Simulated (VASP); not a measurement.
The system is GaB3.

```
CELL_PARAMETERS angstrom
2.68050 -2.94440 0.00000
2.68050 2.94440 0.00000
0.00000 0.00000 2.91179
ATOMIC_POSITIONS crystal
Ga 0.50000 0.50000 0.50000
B 0.14150 0.85850 0.50000
B 0.85850 0.14150 0.50000
B 0.00000 0.00000 0.00000
```

* Program: VASP 6.6.1
* Task: relaxation of cell and atoms
* Functional: PBE
* Potentials or basis: VASP PAW PBE potentials, release 64 (Ga_d, B)
* Cutoff: 600 eV
* k mesh: 4 × 4 × 6
* Occupations: gaussian, width 0.1 eV
* Spin: no spin polarisation

At the start: pressure 1.1 GPa; volume 11.49 Å³/atom.

Problem. Where does the relaxation end?

Solution. Over 5 steps the energy falls by 2.5 meV/atom and the volume is 11.60 Å³/atom (+0.9 %); space group Cmmm (No. 65, to 0.05 Å).

The path:
```
step  energy change (eV)  largest force (eV/Å)  pressure (GPa)  volume (Å³)
   1              0.0000                0.0658            1.09        45.96
   2             -0.0081                0.2526           -0.51        46.48
   3             -0.0087                0.1928           -0.18        46.37
   4             -0.0099                0.0625            0.50        46.39
   5             -0.0101                0.0174            0.28        46.38
```

Final structure:
```
CELL_PARAMETERS angstrom
2.68806 -2.98434 0.00000
2.68806 2.98434 0.00000
0.00000 0.00000 2.89100
ATOMIC_POSITIONS crystal
Ga 0.50000 0.50000 0.50000
B 0.14096 0.85904 0.50000
B 0.85904 0.14096 0.50000
B 0.00000 0.00000 0.00000
```

Caveat: the k points lie up to 0.39 Å⁻¹ apart in the final cell.
